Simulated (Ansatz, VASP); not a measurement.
Two plane-wave programs on WS2

```
W S
1.0
     1.57900    0.91164    6.16333
    -1.57900    0.91164    6.16333
     0.00000   -1.82327    6.16333
W S
1 2
Cartesian
  -0.0947 -0.0547 -0.0928
  0.0947 0.0547 4.7097
  0.0000 0.0000 7.7473
```

Change from the starting cell: shortest bond scaled by 0.88, PAW files.

Alike in both runs: task electric field gradients; functional PBEsol; k mesh 11 × 11 × 11; occupations fermi-dirac, width 0.05 eV; no spin polarisation.

```csv
,VASP,Ansatz
version,VASP 6.6.1,Ansatz 0.2.0
potentials or method,"VASP PAW PBE potentials, release 64 (W_sv, S)","PAW with Ansatz's default frozen-core files, scalar-relativistic"
plane-wave cutoff (eV),520,420
valence electrons in the cell,26,26
```

```tsv
	VASP	Ansatz	Ansatz less VASP
pressure (GPa)	10.5	10.4	-0.12
traceless stress, the component that is largest in VASP (GPa)	11.58	11.61	+0.032
rms of the force components (eV/Å)	3.577	3.572	-0.0058
size of Vzz on the site where it differs most (V/Å²)	233.8	251.8	+17.93
```

VASP's potentials were made for PBE, not for PBEsol. Atom by atom the forces differ by 0.012 eV/Å (rms over components).

Neither program's run includes spin-orbit coupling.
